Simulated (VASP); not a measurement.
# Ta (I4_1/amd) in VASP: further runs, part 2 of 2

VASP 6.6.1. Earlier steps stand in the parts before.

## Step 3: Single point, PBE (19.68 Å³/atom)

This run uses another cell than the first one, of 19.68 Å³/atom.

File POSCAR:

```
Ta
1.0
   -2.6443132886      2.6443132886      1.4075427540
    2.6443132886     -2.6443132886      1.4075427540
    2.6443132886      2.6443132886     -1.4075427540
Ta
2
Direct
   -0.3750000000     -0.1250000000     -0.2500000000
    0.3750000000      0.1250000000      0.2500000000
```

File INCAR.step1:

```
SYSTEM = Ta
PREC = Accurate ; ENCUT = 520
EDIFF = 1E-6 ; ISMEAR = -1
SIGMA = 0.1 ; LREAL = .FALSE.
LASPH = .TRUE. ; NELM = 80
ALGO = Normal ; ISIF = 2
LWAVE = .FALSE. ; LCHARG = .TRUE.
LMAXMIX = 4 ; GGA = PE
NBANDS = 18
```

File KPOINTS.step1:

```
Automatic mesh
0
G
  17 17 17
  0 0 0
```

File INCAR.step2:

```
SYSTEM = Ta
PREC = Accurate ; ENCUT = 520
EDIFF = 1E-6 ; ISMEAR = -5
SIGMA = 0.1 ; LREAL = .FALSE.
LASPH = .TRUE. ; NELM = 80
ALGO = Normal ; ISIF = 2
LWAVE = .FALSE. ; LCHARG = .FALSE.
LMAXMIX = 4 ; GGA = PE
LORBIT = 11 ; NBANDS = 18
NEDOS = 1001 ; ICHARG = 11
```

File KPOINTS.step2:

```
Automatic mesh
0
G
  26 26 26
  0 0 0
```

Potentials or basis: VASP PAW PBE potentials, release 64 (Ta_pv).

Command:

```console
cat potpaw_PBE.64/Ta_pv/POTCAR > POTCAR
cp INCAR.step1 INCAR
cp KPOINTS.step1 KPOINTS
mpirun -np 1 vasp_std > vasp.out
cp INCAR.step2 INCAR
cp KPOINTS.step2 KPOINTS
mpirun -np 1 vasp_std > vasp.out
```

OUTCAR:

```text
SYSTEM = Ta
   PREC = Accurate
   ENCUT = 520
   EDIFF = 1E-6
   ISMEAR = -5
   LREAL = .FALSE.
   LASPH = .TRUE.
   NELM = 80
   ISIF = 2
   GGA = PE
   LORBIT = 11
   ICHARG = 11

 ion  position               nearest neighbor table
   1  0.625  0.875  0.750-   2 2.74   2 2.74   2 2.74   2 2.74   2 3.38   2 3.38   2 3.38   2 3.38

   2  0.375  0.125  0.250-   1 2.74   1 2.74   1 2.74   1 2.74   1 3.38   1 3.38   1 3.38   1 3.38

  LATTYP: Found a body centered tetragonal cell.
 ALAT       =     5.2886265772
 C/A-ratio  =     0.5322904665

  Lattice vectors:

 A1 = (  -2.6443132886,   2.6443132886,   1.4075427540)
 A2 = (   2.6443132886,  -2.6443132886,   1.4075427540)
 A3 = (   2.6443132886,   2.6443132886,  -1.4075427540)

Analysis of symmetry for initial positions (statically):
=====================================================================
 Subroutine PRICEL returns:
 Original cell was already a primitive cell.

 Routine SETGRP: Setting up the symmetry group for a
 body centered tetragonal supercell.

 Subroutine GETGRP returns: Found 16 space group operations
 (whereof  4 operations were pure point group operations)
 out of a pool of 16 trial point group operations.

The static configuration has the point symmetry C_2h.
 The point group associated with its full space group is D_4h.

Analysis of symmetry for dynamics (positions and initial velocities):
=====================================================================
 Subroutine PRICEL returns:
 Original cell was already a primitive cell.

 Routine SETGRP: Setting up the symmetry group for a
 body centered tetragonal supercell.

 Subroutine GETGRP returns: Found 16 space group operations
 (whereof  4 operations were pure point group operations)
 out of a pool of 16 trial point group operations.

The dynamic configuration has the point symmetry C_2h.
 The point group associated with its full space group is D_4h.

 Subroutine INISYM returns: Found 16 space group operations
 (whereof  4 operations are pure point group operations),
 and found     1 'primitive' translations

----------------------------------------------------------------------------------------

                                     Primitive cell

  volume of cell :      39.3684

  direct lattice vectors                    reciprocal lattice vectors
    -2.644313289  2.644313289  1.407542754     0.000000000  0.189085008  0.355228996
     2.644313289 -2.644313289  1.407542754     0.189085008  0.000000000  0.355228996
     2.644313289  2.644313289 -1.407542754     0.189085008  0.189085008  0.000000000

  length of vectors
     3.995743002  3.995743002  3.995743002     0.402418663  0.402418663  0.267406583

  position of ions in fractional coordinates (direct lattice)
     0.625000000  0.875000000  0.750000000
     0.375000000  0.125000000  0.250000000

  ion indices of the primitive-cell ions
   primitive index   ion index
                 1           1
                 2           2

----------------------------------------------------------------------------------------

 KPOINTS: Automatic mesh

Automatic generation of k-mesh.
[... 27 lines left out ...]
  0.076923  0.000000 -0.000000      8.000000
  0.115385  0.000000 -0.000000      8.000000
  0.153846  0.000000 -0.000000      8.000000
  0.192308  0.000000 -0.000000      8.000000
[... 16 lines left out ...]
  0.346154  0.038462 -0.000000     16.000000
  0.384615  0.038462 -0.000000     16.000000
 [... further k-points ...]
   k-points           NKPTS =   1330   k-points in BZ     NKDIM =   1330   number of bands    NBANDS=     18
   number of dos      NEDOS =   1001   number of ions     NIONS =      2
   total plane-waves  NPLWV =  27000
   dimension x,y,z NGX =    30 NGY =   30 NGZ =   30
   dimension x,y,z NGXF=    60 NGYF=   60 NGZF=   60
   ions per type =               2
   NGX,Y,Z   is equivalent  to a cutoff of  12.48, 12.48, 12.48 a.u.
   NGXF,Y,Z  is equivalent  to a cutoff of  24.96, 24.96, 24.96 a.u.
 SYSTEM =  Ta
   PREC   = accura    normal or accurate (medium, high low for compatibility)
   ISTART =      0    job   : 0-new  1-cont  2-samecut
   ICHARG =     11    charge: 1-file 2-atom 10-const
   ISPIN  =      1    spin polarized calculation?
   LNONCOLLINEAR =      F non collinear calculations
   LSORBIT =      F    spin-orbit coupling
   LASPH  =      T    aspherical Exc in radial PAW
   ENCUT  =  520.0 eV  38.22 Ry    6.18 a.u.   7.43  7.43  7.43*2*pi/ulx,y,z
   NELM   =     80;   NELMIN=  2; NELMDL=  0     # of ELM steps
   EDIFF  = 0.1E-05   stopping-criterion for ELM
   LREAL  =      F    real-space projection
   EDIFFG = 0.1E-04   stopping-criterion for IOM
   NSW    =      0    number of steps for IOM
   IBRION =     -1    ionic relax: 0-MD 1-quasi-New 2-CG
   NFREE  =      0    steps in history (QN), initial steepest desc. (CG)
   ISIF   =      2    stress and relaxation
   ISYM   =      2    0-nonsym 1-usesym 2-fastsym
   POTIM  = 0.5000    time-step for ionic-motion
   TEBEG  =    0.0;   TEEND  =   0.0 temperature during run
   PSTRESS=    0.0 pullay stress
   NELECT =      22.0000    total number of electrons
   NUPDOWN=      -1.0000    fix difference up-down
   EMIN   =  10.00;   EMAX   =-10.00  energy-range for DOS
   EFERMI =   0.00;   METHOD = LEGACY
   ISMEAR =    -5;   SIGMA  =   0.10  broadening in eV -4-tet -1-fermi 0-gaus
   EFERMI_NEDOS =   21; number of points for ismear=-14 and -15
   IALGO  =     38    algorithm
   IMIX   =      4    mixing-type and parameters
     AMIX     =   0.40;   BMIX     =  1.00
     AMIX_MAG =   1.60;   BMIX_MAG =  1.00
  volume/ion in A,a.u.               =      19.68       132.84
  Fermi-wavevector in a.u.,A,eV,Ry     =   1.348445  2.548192 24.739529  1.818304
  Thomas-Fermi vector in A             =   2.476113
   LORBIT       =     11    0 simple, 1 ext, 2 COOP (PROOUT), +10 PAW based schemes
   GGA     = PE    functional components
   LHFCALC =     F    Hartree Fock is set to
   AEXX    =    0.0000 exact exchange contribution
   IVDW    =     0    specifies the selected vdW correction
   LEPSILON=     F    determine dielectric tensor
   LRPA    =     F    only Hartree local field effects (RPA)
 non-spin polarized calculation
 Fermi weights with tetrahedron method with Bloechl corrections
  energy-cutoff  :      520.00
  volume of cell :       39.37
 maximum number of plane-waves:      1080
 NGX is ok and might be reduce to    30

 number of electron      21.9999995 magnetization

 Free energy of the ion-electron system (eV)
  ---------------------------------------------------
  ext. energy  EPLUGINS =         0.00000000
  ---------------------------------------------------
  free energy    TOTEN  =       -22.10735732 eV

  energy without entropy =      -22.10735732  energy(sigma->0) =      -22.10735732

 E-fermi :   5.1027     XC(G=0): -12.0891

 val. band max:        5.1631205153   @ k =  -0.2692  -0.3077   0.1923
 cond. band min:       5.0080634590   @ k =  -0.0385  -0.1538   0.0385
 fundamental gap:     -0.1550570563
 Fermi energy:         5.1027373960

 k-point     1 :       0.0000    0.0000    0.0000
  band No.  band energies     occupation
      1     -29.4892      2.00000
      2     -29.4892      2.00000
      3     -28.4811      2.00000
      4     -28.4811      2.00000
      5     -28.4376      2.00000
      6     -28.4249      2.00000
[... 481 lines left out ...]
      5     -28.6932      2.00000
      6     -28.4204      2.00000
[... 10 lines left out ...]
     17      11.0957      0.00000
     18      13.9481      0.00000

 [... further k-points ...]

------------------------ aborting loop because EDIFF is reached ----------------------------------------

  FORCE on cell =-STRESS in cart. coord.  units (eV):
  Direction    XX          YY          ZZ          XY          YZ          ZX
  --------------------------------------------------------------------------------------
  -------------------------------------------------------------------------------------
  Total       -0.0008199     -0.0008199     -0.0710437      0.0000000     -0.0000000      0.0000000
  in kB       -0.0333679     -0.0333679     -2.8912691      0.0000000     -0.0000000      0.0000000
  external PRESSURE =      -0.9860016 kB  Pullay stress =       0.0000000 kB

 VOLUME and BASIS-vectors are now :
 -----------------------------------------------------------------------------
  energy-cutoff  :      520.00
  volume of cell :       39.37
      direct lattice vectors                 reciprocal lattice vectors
    -2.644313289  2.644313289  1.407542754     0.000000000  0.189085008  0.355228996
     2.644313289 -2.644313289  1.407542754     0.189085008  0.000000000  0.355228996
     2.644313289  2.644313289 -1.407542754     0.189085008  0.189085008  0.000000000

 POSITION                                       TOTAL-FORCE (eV/Angst)
 -----------------------------------------------------------------------------------
      2.64431      1.32216      1.05566         0.000000      0.000000      0.000000
     -0.00000      1.32216      0.35189        -0.000000     -0.000000     -0.000000
 -----------------------------------------------------------------------------------
    total drift:                                0.000000     -0.000000      0.000000

  FREE ENERGIE OF THE ION-ELECTRON SYSTEM (eV)
  ---------------------------------------------------
  free  energy   TOTEN  =       -22.1073573212 eV

  energy  without entropy=      -22.1073573212  energy(sigma->0) =      -22.10735732

 total charge

# of ion       s       p       d       tot
------------------------------------------
    1        0.389   6.121   2.438   8.949
    2        0.389   6.121   2.438   8.949
--------------------------------------------------
tot          0.778  12.242   4.876  17.897
```

Wall time 16 min (1 thread of Intel Xeon Platinum 8488C (Sapphire Rapids), shared host); peak memory 0.92 GiB.

Results:

```
Valence electrons inside the program's atomic spheres : Ta 8.95
```

Levels at points of the mesh, in eV from the Fermi level:
```
           k point  band 8  band 9  band 10  band 11  band 12  band 13  band 14  band 15
(0.00, 0.00, 0.00)   -4.16   -2.32    -2.21    -1.06     3.29     3.29     3.35     3.35
(0.50, 0.00, 0.00)   -3.39   -2.02    -1.29     0.39     0.86     0.95     3.07     3.90
(0.50, 0.50, 0.00)   -4.54   -1.61    -1.61    -0.05    -0.05     1.50     1.50     4.37
(0.50, 0.50, 0.50)   -4.24   -1.04    -1.04    -0.12    -0.12     2.37     2.37     3.92
```

Caveat: spin-orbit coupling is left out, which moves the levels of the heavy elements.

## Step 4: Single point, PBE

This run uses another cell than the first one, of 19.68 Å³/atom.

File POSCAR:

```
Ta
1.0
   -2.6443132873      2.6443132873      1.4075427554
    2.6443132873     -2.6443132873      1.4075427554
    2.6443132873      2.6443132873     -1.4075427554
Ta
2
Direct
   -0.3750000000     -0.1250000000     -0.2500000000
    0.3750000000      0.1250000000      0.2500000000
```

File INCAR.step1:

```
SYSTEM = Ta
PREC     = Accurate       ! precision mode
ENCUT    = 520            ! plane-wave cutoff, eV
EDIFF    = 1E-7           ! SCF threshold, eV
ISMEAR   = -1             ! smearing method
SIGMA    = 0.1            ! smearing width, eV
LREAL    = .False.        ! projectors in reciprocal space
LASPH    = .True.         ! aspherical terms in the spheres
NELM     = 100            ! most SCF steps
ALGO     = Normal         ! electronic algorithm
ISIF     = 2              ! what is computed and relaxed
LWAVE    = .False.        ! write WAVECAR
LCHARG   = .True.         ! write CHGCAR
LMAXMIX  = 4              ! l up to which the mixer works
GGA      = PE             ! functional
NBANDS   = 18             ! bands
```

File KPOINTS.step1:

```
regular mesh
0
Gamma
  17 17 17
  0 0 0
```

File INCAR.step2:

```
SYSTEM = Ta
PREC     = Accurate       ! precision mode
ENCUT    = 520            ! plane-wave cutoff, eV
EDIFF    = 1E-7           ! SCF threshold, eV
ISMEAR   = -5             ! smearing method
SIGMA    = 0.1            ! smearing width, eV
LREAL    = .False.        ! projectors in reciprocal space
LASPH    = .True.         ! aspherical terms in the spheres
NELM     = 100            ! most SCF steps
ALGO     = Normal         ! electronic algorithm
ISIF     = 2              ! what is computed and relaxed
LWAVE    = .False.        ! write WAVECAR
LCHARG   = .False.        ! write CHGCAR
LMAXMIX  = 4              ! l up to which the mixer works
GGA      = PE             ! functional
LORBIT   = 11             ! projections on sites
NBANDS   = 18             ! bands
NEDOS    = 2001           ! points of the DOS
ICHARG   = 11             ! starting density
```

File KPOINTS.step2:

```
regular mesh
0
Gamma
  26 26 26
  0 0 0
```

Command:

```console
cat potpaw_PBE.64/Ta_pv/POTCAR > POTCAR
cp INCAR.step1 INCAR
cp KPOINTS.step1 KPOINTS
mpirun -np 1 vasp_std > vasp.out
cp INCAR.step2 INCAR
cp KPOINTS.step2 KPOINTS
mpirun -np 1 vasp_std > vasp.out
```

Run time: 21 min. Hardware: 1 thread of Oxide Virtual Turin-like, shared host; peak memory 0.89 GiB.

It converged, with:

```
Valence electrons inside the program's atomic spheres : Ta 8.95
```

Levels at points of the mesh, in eV from the Fermi level:
```tsv
k point	band 7	band 8	band 9	band 10	band 11	band 12	band 13	band 14	band 15	band 16
(0.00, 0.00, 0.00)	-7.77	-4.16	-2.32	-2.21	-1.06	3.29	3.29	3.35	3.35	5.57
(0.50, 0.00, 0.00)	-3.82	-3.39	-2.02	-1.29	0.39	0.86	0.95	3.07	3.90	4.47
(0.50, 0.50, 0.00)	-4.54	-4.54	-1.61	-1.61	-0.05	-0.05	1.50	1.50	4.37	4.37
(0.50, 0.50, 0.50)	-4.24	-4.24	-1.04	-1.04	-0.12	-0.12	2.37	2.37	3.92	3.92
```

Caveat: spin-orbit coupling is left out, which moves the levels of the heavy elements.
